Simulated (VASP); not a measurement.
Write the native input for VASP 6.6.1 that does the following.

| Item | Value |
| --- | --- |
| Task | electric field gradients |
| Functional | LDA |
| Potentials or basis | VASP PAW LDA potentials, release 64 (In_d, Sb) |
| Cutoff | 400 eV |
| k mesh | 10 × 10 × 10 |
| Occupations | fermi-dirac, width 0.03 eV |
| Spin | no spin polarisation |
| Dipole correction | no |
| Further INCAR settings | ALGO = Normal; EDIFF = 1e-08; NBANDS = 16 |

The structure of InSb lies in POSCAR:

```
InSb
1.0
    0.0000000000      3.2391000000      3.3362730000
    3.2391000000      0.0000000000      3.3362730000
    3.2391000000      3.2391000000      0.0000000000
In Sb
1 1
Direct
    0.0000000000      0.0000000000      0.0000000000
    0.7500000000      0.7500000000      0.7500000000
```

This cell differs from its parent crystal: zz strain of +3 %.

One way to write it, as run:

INCAR

```
PREC = Accurate
ENCUT = 400
EDIFF = 1E-8
ISMEAR = -1
SIGMA = 0.03
LREAL = F
LASPH = T
NELM = 120
ALGO = Normal
ISIF = 2
LWAVE = F
LCHARG = F
GGA = CA
LEFG = T
NBANDS = 16
GGA_COMPAT = F
```

KPOINTS

```
Automatic mesh
0
Gamma
  10 10 10
```

Potentials or basis: VASP PAW LDA potentials, release 64 (In_d, Sb).

Launch:

```bash
$ cat potpaw_LDA.64/In_d/POTCAR potpaw_LDA.64/Sb/POTCAR > POTCAR
$ mpirun -np 1 vasp_std > vasp.out
```

It gave:

| Item | Value |
| --- | --- |
| Pressure | -1.8 GPa |
| Band gap on the k mesh | zero (filled and empty bands touch) |
| Largest electric field gradient by atom | In -8.1; Sb +7.4 V/Å² |

Caveat: the cell differs from its parent crystal (zz strain of +3 %); semilocal functionals underestimate gaps, and a narrow one can read as zero; without QUAD_EFG the Cq values of the log hold for a quadrupole moment of 1 mb, not for the nuclei; spin-orbit coupling is left out, which moves the levels of the heavy elements.

Run time: 110 s on 1 thread of Intel Xeon 8259CL, with other jobs on the host, peak memory 0.21 GiB.
